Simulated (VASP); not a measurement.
# FeO (Fm-3m) in VASP: a series of runs

FeO is run at these levels: RPBE, PBE+D4; tasks: relaxation of cell and atoms.

All numbers are computed with VASP 6.6.1; they aren't measurements. Logs are shortened: lines on timing, memory, paths and dates and some standing lists are left out, and cuts for length are marked.

## (1) The cell of the first run

Symmetry: Fm-3m, No. 225, cubic system. The conventional cell has a = 4.311 Å, b = 4.311 Å, c = 4.311 Å, α = 90.00°, β = 90.00°, γ = 90.00°. Fe (site symmetry m-3m) has 6 O at 2.16 Å within 2.9 Å. Within 2.9 Å of O (site symmetry m-3m) lie 6 Fe at 2.16 Å.

## (2) Relaxation of cell and atoms, RPBE, collinear spin, ferromagnetic start

The input, INCAR:

```
  PREC = Accurate
  ENCUT = 600
  EDIFF = 1E-6
  ISMEAR = -1
  SIGMA = 0.05
  LREAL = False
  LASPH = True
  NELM = 150
  ALGO = Normal
  ISIF = 3
  LWAVE = False
  LCHARG = False
  ISPIN = 2
  MAGMOM = 3 0
  LORBIT = 11
  LMAXMIX = 4
  GGA = RP
  IBRION = 2
  NSW = 80
  EDIFFG = -0.02
```

The input, KPOINTS:

```
Automatic mesh
0
Gamma
  11 11 11
```

The input, POSCAR:

```
FeO
1.0
    0.0000000000      2.1554000000      2.1554000000
    2.1554000000      0.0000000000      2.1554000000
    2.1554000000      2.1554000000      0.0000000000
Fe O
1 1
Direct
    0.0000000000      0.0000000000      0.0000000000
    0.5000000000      0.5000000000      0.5000000000
```

Potentials or basis: VASP PAW PBE potentials, release 64 (Fe, O).

Command:

```bash
$ cat potpaw_PBE.64/Fe/POTCAR potpaw_PBE.64/O/POTCAR > POTCAR
$ mpirun -np 1 vasp_std > vasp.out
```

OUTCAR:

```text
PREC = Accurate
   ENCUT = 600
   EDIFF = 1E-6
   ISMEAR = -1
   LREAL = False
   LASPH = True
   NELM = 150
   ISIF = 3
   ISPIN = 2
   LORBIT = 11
   GGA = RP
   IBRION = 2
   NSW = 80
   EDIFFG = -0.02

 ion  position               nearest neighbor table
   1  0.000  0.000  0.000-   2 2.16   2 2.16   2 2.16   2 2.16   2 2.16   2 2.16
   2  0.500  0.500  0.500-   1 2.16   1 2.16   1 2.16   1 2.16   1 2.16   1 2.16

  LATTYP: Found a face centered cubic cell.
 ALAT       =     4.3108000000

  Lattice vectors:

 A1 = (   0.0000000000,   2.1554000000,   2.1554000000)
 A2 = (   2.1554000000,   0.0000000000,   2.1554000000)
 A3 = (   2.1554000000,   2.1554000000,   0.0000000000)

Analysis of symmetry for initial positions (statically):
=====================================================================
 Subroutine PRICEL returns:
 Original cell was already a primitive cell.

 Routine SETGRP: Setting up the symmetry group for a
 face centered cubic supercell.

 Subroutine GETGRP returns: Found 48 space group operations
 (whereof 48 operations were pure point group operations)
 out of a pool of 48 trial point group operations.

The static configuration has the point symmetry O_h .

Analysis of symmetry for dynamics (positions and initial velocities):
=====================================================================
 Subroutine PRICEL returns:
 Original cell was already a primitive cell.

 Routine SETGRP: Setting up the symmetry group for a
 face centered cubic supercell.

 Subroutine GETGRP returns: Found 48 space group operations
 (whereof 48 operations were pure point group operations)
 out of a pool of 48 trial point group operations.

The dynamic configuration has the point symmetry O_h .

Analysis of structural, dynamic, and magnetic symmetry:
=====================================================================
 Subroutine PRICEL returns:
 Original cell was already a primitive cell.

 Routine SETGRP: Setting up the symmetry group for a
 face centered cubic supercell.

 Subroutine GETGRP returns: Found 48 space group operations
 (whereof 48 operations were pure point group operations)
 out of a pool of 48 trial point group operations.

The overall configuration has the point symmetry O_h .

 Subroutine INISYM returns: Found 48 space group operations
 (whereof 48 operations are pure point group operations),
 and found     1 'primitive' translations

----------------------------------------------------------------------------------------

                                     Primitive cell

  volume of cell :      20.0269

  direct lattice vectors                    reciprocal lattice vectors
[... 120 lines left out ...]
  energy-cutoff  :      600.00
  volume of cell :       20.03
 maximum number of plane-waves:       678
   NGX = 13   NGY = 13   NGZ = 13

--------------------------------------- Ionic step        1  -------------------------------------------

 number of electron      13.9999999 magnetization       3.9998423

 Free energy of the ion-electron system (eV)
  ---------------------------------------------------
  ext. energy  EPLUGINS =         0.00000000
  ---------------------------------------------------
  free energy    TOTEN  =       -14.12758012 eV

  energy without entropy =      -14.11570290  energy(sigma->0) =      -14.12164151

------------------------ aborting loop because EDIFF is reached ----------------------------------------

  FORCE on cell =-STRESS in cart. coord.  units (eV):
  Direction    XX          YY          ZZ          XY          YZ          ZX
  --------------------------------------------------------------------------------------
  -------------------------------------------------------------------------------------
  Total        0.6459096      0.6459096      0.6459096      0.0000000      0.0000000      0.0000000
  in kB       51.6735992     51.6735992     51.6735992      0.0000000      0.0000000      0.0000000
  external PRESSURE =      51.6735992 kB  Pullay stress =       0.0000000 kB
[... 59 lines left out ...]
--------------------------------------- Ionic step        3  -------------------------------------------

 number of electron      14.0000002 magnetization       4.0011226

 Free energy of the ion-electron system (eV)
  ---------------------------------------------------
  ext. energy  EPLUGINS =         0.00000000
  ---------------------------------------------------
  free energy    TOTEN  =       -14.13685252 eV

  energy without entropy =      -14.12439787  energy(sigma->0) =      -14.13062519

 E-fermi :   6.0799     XC(G=0): -11.8415

 val. band max:        6.0768358034   @ k =  -0.2727   0.3636   0.0909
 cond. band min:       6.0827460312   @ k =  -0.3636   0.2727   0.0909
 fundamental gap:      0.0059102279
 Fermi energy:         6.0798890839

 spin component 1

 k-point     1 :       0.0000    0.0000    0.0000
  band No.  band energies     occupation
      1     -14.5220      1.00000
      2       2.1642      1.00000
      3       2.1642      1.00000
      4       2.1642      1.00000
      5       2.3282      1.00000
      6       2.3282      1.00000
      7       2.3526      1.00000
      8       2.3526      1.00000
      9       2.3526      1.00000
     10       6.0243      0.75247
     11      21.4852      0.00000
     12      22.8892      0.00000
     13      22.8892      0.00000
[... 356 lines left out ...]
      2      -1.0225      1.00000
      3      -0.0063      1.00000
      4       0.5019      1.00000
      5       2.4905      1.00000
      6       2.7375      1.00000
      7       3.3697      1.00000
      8       3.3742      1.00000
      9       5.2093      1.00000
     10       9.6585      0.00000
     11      16.5160      0.00000
     12      17.6544      0.00000
     13      20.7765      0.00000

 [... further k-points ...]

 spin component 2

 k-point     1 :       0.0000    0.0000    0.0000
  band No.  band energies     occupation
      1     -14.0057      1.00000
      2       2.8983      1.00000
      3       2.8983      1.00000
      4       2.8983      1.00000
      5       5.3896      1.00000
      6       5.3900      1.00000
      7       5.3900      1.00000
      8       6.3336      0.00622
      9       6.3340      0.00616
     10       6.8107      0.00000
     11      21.3171      0.00000
     12      23.6993      0.00000
     13      23.6993      0.00000
[... 397 lines left out ...]
  FREE ENERGIE OF THE ION-ELECTRON SYSTEM (eV)
  ---------------------------------------------------
  free  energy   TOTEN  =       -14.1368525176 eV

  energy  without entropy=      -14.1243978674  energy(sigma->0) =      -14.13062519

 reached required accuracy - stopping structural energy minimisation

 total charge

# of ion       s       p       d       tot
------------------------------------------
    1        0.277   0.337   6.060   6.673
    2        1.558   3.434   0.000   4.992
--------------------------------------------------
tot          1.835   3.771   6.060  11.665

 magnetization (x)

# of ion       s       p       d       tot
------------------------------------------
    1        0.026   0.019   3.586   3.632
    2        0.028   0.265   0.000   0.293
--------------------------------------------------
tot          0.055   0.284   3.586   3.925
```

OSZICAR:

```text
N       E                     dE             d eps       ncg     rms          rms(c)
DAV:   1     0.870073313539E+02    0.87007E+02   -0.77035E+03  3005   0.139E+03
DAV:   2    -0.983386771882E+01   -0.96841E+02   -0.84569E+02  3095   0.271E+02
[... 27 lines left out ...]
DAV:   2    -0.141376292659E+02    0.26204E-01   -0.57079E-02  3412   0.308E+00    0.848E-01
DAV:   3    -0.141372755029E+02    0.35376E-03   -0.53579E-03  3474   0.144E+00    0.461E-01
DAV:   4    -0.141369870692E+02    0.28843E-03   -0.33931E-04  3405   0.327E-01    0.197E-01
DAV:   5    -0.141368437857E+02    0.14328E-03   -0.10198E-04  3047   0.128E-01    0.538E-02
DAV:   6    -0.141368515854E+02   -0.77998E-05   -0.98275E-06  3797   0.446E-02    0.133E-02
DAV:   7    -0.141368525176E+02   -0.93215E-06   -0.74210E-07  2071   0.140E-02
   3 F= -.14136853E+02 E0= -.14130625E+02  d E =-.927240E-02  mag=     4.0011
```

Run time: 2.1 min. Hardware: 1 thread of Intel Xeon 8259CL, shared host; peak memory 0.18 GiB.

What came out:

| Property | Result |
| --- | --- |
| Free energy | -14.1369 eV |
| Relaxed volume | 10.31 Å³/atom |
| Relaxed cell | a = 3.078 Å, b = 3.078 Å, c = 3.078 Å, α = 60.00°, β = 60.00°, γ = 60.00° |
| Space group after relaxing (to 0.1 Å) | Fm-3m (No. 225) |
| Energy gained by relaxing | 4.6 meV/atom |
| Ionic steps | 3 |
| Pressure after relaxing | 0.0 GPa |
| Band gap on the k mesh | zero (filled and empty bands overlap) |
| Net moment | 4.00 μB per cell |
| Site moments | Fe +3.63; O +0.29 μB |
| Valence electrons inside the program's atomic spheres | Fe 6.67; O 4.99 |

Step by step:
```
step  energy change (eV)  largest force (eV/Å)  pressure (GPa)  volume (Å³)
   1              0.0000                0.0000            5.17        20.03
   2             -0.0060                0.0000           -2.82        20.98
   3             -0.0093                0.0000           -0.02        20.62
```

Final structure:
```yaml
crystal:
  lattice:
    - [0.00000, 2.17630, 2.17630]
    - [2.17630, 0.00000, 2.17630]
    - [2.17630, 2.17630, 0.00000]
  atoms:
    - { symbol: Fe, position: [0.00000, 0.00000, 0.00000] }
    - { symbol: O, position: [0.50000, 0.50000, 0.50000] }
```

Levels at points of the mesh, in eV from the Fermi level:
Spin up:
```tsv
k point	band 5	band 6	band 7	band 8	band 9	band 10	band 11	band 12	band 13
(0.00, 0.00, 0.00)	-3.75	-3.75	-3.73	-3.73	-3.73	-0.06	15.41	16.81	16.81
```
Spin down:
| k point | band 2 | band 3 | band 4 | band 5 | band 6 | band 7 | band 8 | band 9 |
| --- | --- | --- | --- | --- | --- | --- | --- | --- |
| (0.00, 0.00, 0.00) | -3.18 | -3.18 | -3.18 | -0.69 | -0.69 | -0.69 | 0.25 | 0.25 |

Caveat: the PAW data sets were made with another functional, which shifts forces and pressure a little; a cell with one magnetic atom can't hold antiferromagnetic order, which such compounds often take; semilocal functionals often make such compounds metallic where correlation or magnetic order opens a gap, which also shifts bond lengths. RPBE and its kin give volumes clearly too large for solids.

## (3) Relaxation of cell and atoms, PBE+D4, collinear spin, ferromagnetic start

The input, INCAR:

```
PREC     = Accurate       # precision mode
ENCUT    = 600            # plane-wave cutoff, eV
EDIFF    = 1E-6           # SCF threshold, eV
ISMEAR   = -1             # smearing method
SIGMA    = 0.05           # smearing width, eV
LREAL    = False          # projectors in reciprocal space
LASPH    = True           # aspherical terms in the spheres
NELM     = 150            # most SCF steps
ALGO     = Normal         # electronic algorithm
ISIF     = 3              # what is computed and relaxed
LWAVE    = False          # write WAVECAR
LCHARG   = False          # write CHGCAR
ISPIN    = 2              # spin polarisation
MAGMOM   = 3 0            # initial moments
LORBIT   = 11             # projections on sites
LMAXMIX  = 4              # l up to which the mixer works
GGA      = PE             # functional
IVDW     = 13             # dispersion correction
IBRION   = 2              # ionic algorithm
NSW      = 80             # ionic steps
EDIFFG   = -0.02          # ionic threshold
```

The input, KPOINTS:

```
regular mesh
0
Gamma
  11 11 11
```

POSCAR is that of step 2.

Potentials or basis: VASP PAW PBE potentials, release 64 (Fe, O).

Command:

```bash
$ cat potpaw_PBE.64/Fe/POTCAR potpaw_PBE.64/O/POTCAR > POTCAR
$ mpirun -np 1 vasp_std > vasp.out
```

It took 4.1 min on 1 thread of Intel Xeon 8259CL, shared host; peak memory 0.18 GiB.

Results (log left out):

| Property | Result |
| --- | --- |
| Free energy | -15.6162 eV |
| Relaxed volume | 9.84 Å³/atom |
| Relaxed cell | a = 3.030 Å, b = 3.030 Å, c = 3.030 Å, α = 60.00°, β = 60.00°, γ = 60.00° |
| Space group after relaxing (to 0.1 Å) | Fm-3m (No. 225) |
| Energy gained by relaxing | 3.3 meV/atom |
| Ionic steps | 9 |
| Pressure after relaxing | 0.1 GPa |
| Band gap on the k mesh | zero (filled and empty bands overlap) |
| Net moment | 4.00 μB per cell |
| Site moments | Fe +3.62; O +0.30 μB |
| Valence electrons inside the program's atomic spheres | Fe 6.76; O 5.00 |
| Dispersion energy per atom | -0.341 eV |

The path:
| step | energy change (eV) | largest force (eV/Å) | pressure (GPa) | volume (Å³) |
| --- | --- | --- | --- | --- |
| 1 | 0.0000 | 0.0000 | -4.72 | 20.03 |
| 2 | 0.1957 | 0.0000 | 5.13 | 19.18 |
| 3 | 0.0090 | 0.0000 | 171.87 | 19.61 |
| 4 | -0.0003 | 0.0000 | -4.55 | 20.02 |
| 5 | -0.0050 | 0.0000 | -2.75 | 19.81 |
| 6 | -0.0064 | 0.0000 | -1.60 | 19.71 |
| 7 | -0.0064 | 0.0000 | 4.11 | 19.66 |
| 8 | -0.0065 | 0.0000 | -1.24 | 19.70 |
| 9 | -0.0066 | 0.0000 | 0.09 | 19.68 |

Final structure:
```
Fe O
1.0
     0.00000    2.14285    2.14285
     2.14285    0.00000    2.14285
     2.14285    2.14285    0.00000
Fe O
1 1
Direct
  0.00000 0.00000 0.00000
  0.50000 0.50000 0.50000
```

Levels at points of the mesh, in eV from the Fermi level:
Spin up:
| k point | band 6 | band 7 | band 8 | band 9 | band 10 | band 11 | band 12 | band 13 |
| --- | --- | --- | --- | --- | --- | --- | --- | --- |
| (0.00, 0.00, 0.00) | -3.86 | -3.86 | -3.68 | -3.68 | 0.19 | 15.53 | 17.18 | 17.18 |
Spin down:
```
           k point  band 1  band 2  band 3  band 4  band 5  band 6  band 7  band 8  band 9  band 10
(0.00, 0.00, 0.00)  -20.33   -3.29   -3.29   -3.29   -0.76   -0.76   -0.76    0.19    0.19     1.00
```

Caveat: a cell with one magnetic atom can't hold antiferromagnetic order, which such compounds often take; semilocal functionals often make such compounds metallic where correlation or magnetic order opens a gap, which also shifts bond lengths.
